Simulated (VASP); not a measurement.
Set up this calculation in VASP 6.6.1, as the native input.

- Task: single point
- Functional: PBE
- Potentials or basis: VASP PAW PBE potentials, release 64 (K_sv, Be, Pt)
- Cutoff: 520 eV
- k mesh: 12 × 12 × 6
- Occupations: gaussian, width 0.1 eV
- Spin: no spin polarisation
- Dipole correction: no
- Further INCAR settings: ALGO = Fast; EDIFF = 1e-06; NBANDS = 24

The structure of K2Be2Pt lies in POSCAR:

```
K2Be2Pt
1.0
    5.2713282052      0.0000000000      0.0000000000
   -2.6356641026      4.5651041374      0.0000000000
    0.0000000000      0.0000000000      6.6884662920
K Be Pt
2 2 1
Direct
    0.3333333333      0.6666666667      0.5000000000
    0.6666666667      0.3333333333      0.5000000000
    0.3333333333      0.6666666667      0.0000000000
    0.6666666667      0.3333333333      0.0000000000
    0.0000000000      0.0000000000      0.5000000000
```

The cell was generated, and may not be a known phase.

These files were run (other wordings do the same):

INCAR

```
  PREC = Accurate
  ENCUT = 520
  EDIFF = 1E-6
  ISMEAR = 0
  SIGMA = 0.1
  LREAL = False
  LASPH = True
  NELM = 80
  ALGO = Fast
  ISIF = 2
  LWAVE = False
  LCHARG = True
  GGA = PE
  LELF = True
  LVHAR = True
  NBANDS = 24
```

KPOINTS

```
regular mesh
0
Gamma
  12 12 6
```

Potentials or basis: VASP PAW PBE potentials, release 64 (K_sv, Be, Pt).

Launch:

```bash
$ cat potpaw_PBE.64/K_sv/POTCAR potpaw_PBE.64/Be/POTCAR potpaw_PBE.64/Pt/POTCAR > POTCAR
$ mpirun -np 1 vasp_std > vasp.out
```

It gave:

```yaml
Pressure: 0.0 GPa
Band_gap_on_the_k_mesh: zero (bands 16 and 17 overlap by 1.50 eV)
```

Caveat: spin-orbit coupling is left out, which moves the levels of the heavy elements.

It took 9.1 min on 1 thread of Intel(R) Xeon(R) Platinum 8259CL CPU @ 2.50GHz (Skylake/Cascade Lake) (shared host), peak memory 0.47 GiB.
